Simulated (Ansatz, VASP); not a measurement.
# HfC in VASP and in Ansatz

The input INCAR:

```
PREC = Accurate ; ENCUT = 520
EDIFF = 1E-6 ; ISMEAR = 0
SIGMA = 0.05 ; LREAL = F
LASPH = T ; NELM = 80
ALGO = Normal ; ISIF = 2
LWAVE = F ; LCHARG = F
GGA = PS ; NBANDS = 22
```

Contents of KPOINTS:

```
Automatic mesh
0
Gamma
  12 12 8
```

POSCAR

```
HfC
1.0
    3.3299329653      0.0000000000      0.0000000000
   -1.6649664827      2.8838065409      0.0000000000
    0.0000000000      0.0000000000      5.2274907433
Hf C
2 2
Direct
    0.3333333333      0.6666666667      0.2500000000
    0.6666666667      0.3333333333      0.7500000000
    0.0000000000      0.0000000000      0.0000000000
    0.0000000000      0.0000000000      0.5000000000
```

Input for Ansatz:

```yaml
crystal:
  lattice:
    - [3.3299329653, 0.0, 0.0]
    - [-1.6649664827, 2.8838065409, 0.0]
    - [0.0, 0.0, 5.2274907433]
  atoms:
    - { symbol: Hf, position: [0.3333333333, 0.6666666667, 0.25] }
    - { symbol: Hf, position: [0.6666666667, 0.3333333333, 0.75] }
    - { symbol: C, position: [0.0, 0.0, 0.0] }
    - { symbol: C, position: [0.0, 0.0, 0.5] }
basis:
  ecutwfc: 420
  ecutrho_ratio: 4
kpoints:
  mp_grid: { grid: [12, 12, 8] }
hamiltonian:
  xc: pbesol
scf:
  occupations: { method: gaussian, width: 0.05 }
output:
  forces: true
  stress: true
  eigenvalues: true
  populations: true
```

Alike in both runs: task single point; functional PBEsol; k mesh 12 × 12 × 8; occupations gaussian, width 0.05 eV; no spin polarisation.

|  | VASP | Ansatz |
| --- | --- | --- |
| version | VASP 6.6.1 | Ansatz 0.2.0 |
| potentials or method | VASP PAW PBE potentials, release 64 (Hf_pv, C), cutoff 520 eV | scalar-relativistic, plane waves, PAW |
| valence electrons in the cell | 28 | 60 |

Ansatz gave:

```
gap on the k mesh at the Fermi level (eV)                     : none
pressure (GPa)                                                : -6.7
traceless stress, the component that is largest in VASP (GPa) : -0.55
```

Task: Estimate VASP's values.

Result: gap on the k mesh at the Fermi level (eV): none; pressure (GPa): -7.2; traceless stress, the component that is largest in VASP (GPa): -0.53.

VASP's potentials were made for PBE, not for PBEsol. A gap of «none» marks a metal or a gap that the smearing closes. VASP's potentials hold 28 valence electrons a cell and Ansatz's 60, so a difference there can come from the potentials and not from the codes.

Spin-orbit coupling is off throughout.
